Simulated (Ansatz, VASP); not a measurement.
# CoO in VASP and in Ansatz

```xyz
4
Lattice="-1.4142 2.4495 2.7217 2.8285 0.0000 2.7217 1.4142 2.4495 0.0000" Properties=species:S:1:pos:R:3 pbc="T T T"
Co    1.4142    2.4495    1.3609
Co    1.4142    2.4495    4.0826
O     0.0000    3.2660    2.7217
O     1.4142    0.8165    2.7217
```

Alike in both runs: task single point; functional PBE; k mesh 8 × 8 × 8; occupations fermi-dirac, width 0.05 eV; collinear spin, random start.

|  | VASP | Ansatz |
| --- | --- | --- |
| version | VASP 6.6.1 | Ansatz 0.2.0 |
| potentials or method | VASP PAW PBE potentials, release 64 (Co, O) | Ansatz PAW |
| plane-wave cutoff (eV) | 520 | 420 |
| valence electrons in the cell | 30 | 46 |

```csv
,VASP,Ansatz,Ansatz less VASP
gap on the k mesh at the Fermi level (eV),none,none,-
pressure (GPa),-6.0,1.2,+7.23
"traceless stress, the component that is largest in VASP (GPa)",-0.86,0.10,+0.957
rms of the force components (eV/Å),0.054,0.161,+0.1064
net moment per atom (μB),0.72,0.00,-0.720
size of the moment on the site where the two differ most (μB),0.04,2.29,+2.252
```

The net moments are unlike, so the other rows may belong to different states. Site moments also hang on the region over which each program counts them. Atom by atom the forces differ by 0.149 eV/Å (rms over components). A gap of «none» marks a metal or a gap that the smearing closes. VASP's potentials hold 30 valence electrons a cell and Ansatz's 46, so a difference there can come from the potentials and not from the codes.
